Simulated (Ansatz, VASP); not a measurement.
## GaN in VASP and in Ansatz

INCAR

```
SYSTEM = GaN
PREC = Accurate ; ENCUT = 520
EDIFF = 1E-6 ; ISMEAR = 0
SIGMA = 0.05 ; LREAL = .FALSE.
LASPH = .TRUE. ; NELM = 80
ALGO = Normal ; ISIF = 2
LWAVE = .FALSE. ; LCHARG = .TRUE.
GGA = PE ; LELF = .TRUE.
LVHAR = .TRUE. ; NBANDS = 46
```

The input KPOINTS:

```
Automatic mesh
0
G
  8 6 6
  0 0 0
```

POSCAR

```
GaN
1.0
   -3.2185392732      0.0000000000      0.0000000000
    0.0000000000      0.0000000000     -5.2433778863
    0.0000000001     -5.5746735474      0.0000000000
Ga N
4 4
Direct
    0.5000000000      0.0100784896      0.1800640109
    0.0000000000     -0.0008422236      0.6532637736
    0.0000000000      0.4991577764      0.3467362264
    0.5000000000      0.5100784896      0.8199359891
    0.5000000000      0.6030766793      0.1689143056
    0.0000000000      0.6078161374      0.6643838580
    0.0000000000      0.1078161374      0.3356161420
    0.5000000000      0.1030766793      0.8310856944
```

Input for Ansatz:

```yaml
crystal:
  lattice:
    - [-3.2185392732, 0.0, 0.0]
    - [0.0, 0.0, -5.2433778863]
    - [1.0e-10, -5.5746735474, 0.0]
  atoms:
    - { symbol: Ga, position: [0.5, 0.0100784896, 0.1800640109] }
    - { symbol: Ga, position: [0.0, -0.0008422236, 0.6532637736] }
    - { symbol: Ga, position: [0.0, 0.4991577764, 0.3467362264] }
    - { symbol: Ga, position: [0.5, 0.5100784896, 0.8199359891] }
    - { symbol: "N", position: [0.5, 0.6030766793, 0.1689143056] }
    - { symbol: "N", position: [0.0, 0.6078161374, 0.664383858] }
    - { symbol: "N", position: [0.0, 0.1078161374, 0.335616142] }
    - { symbol: "N", position: [0.5, 0.1030766793, 0.8310856944] }
basis:
  ecutwfc: 520.0
kpoints:
  mp_grid: { grid: [8, 6, 6] }
hamiltonian:
  xc: pbe
  pseudopotentials: { kind: paw, azcp: { folder: soft_1 } }
scf:
  occupations: { method: gaussian, width: 0.05 }
output:
  forces: true
  stress: true
  eigenvalues: true
```

Change from the starting cell: mode 11 frozen in at -0.080 Å and mode 13 at +0.098 Å (largest displacements).

Alike in both runs: task single point; functional PBE; k mesh 8 × 6 × 6; occupations gaussian, width 0.05 eV; no spin polarisation.

|  | VASP | Ansatz |
| --- | --- | --- |
| version | VASP 6.6.1 | Ansatz 0.2.0 |
| potentials or method | VASP PAW PBE potentials, release 64 (Ga_d, N), cutoff 520 eV | scalar-relativistic, plane waves, PAW |
| valence electrons in the cell | 72 | 72 |

|  | VASP | Ansatz | Ansatz less VASP |
| --- | --- | --- | --- |
| gap on the k mesh at the Fermi level (eV) | 1.52 | 1.52 | 0.000 |
| least direct gap on the mesh (eV) | 1.52 | 1.52 | 0.000 |
| pressure (GPa) | 2.1 | 2.1 | 0.00 |
| traceless stress, the component that is largest in VASP (GPa) | -5.49 | -5.61 | -0.121 |
| rms of the force components (eV/Å) | 1.003 | 1.009 | +0.0063 |

Atom by atom the forces differ by 0.008 eV/Å (rms over components).
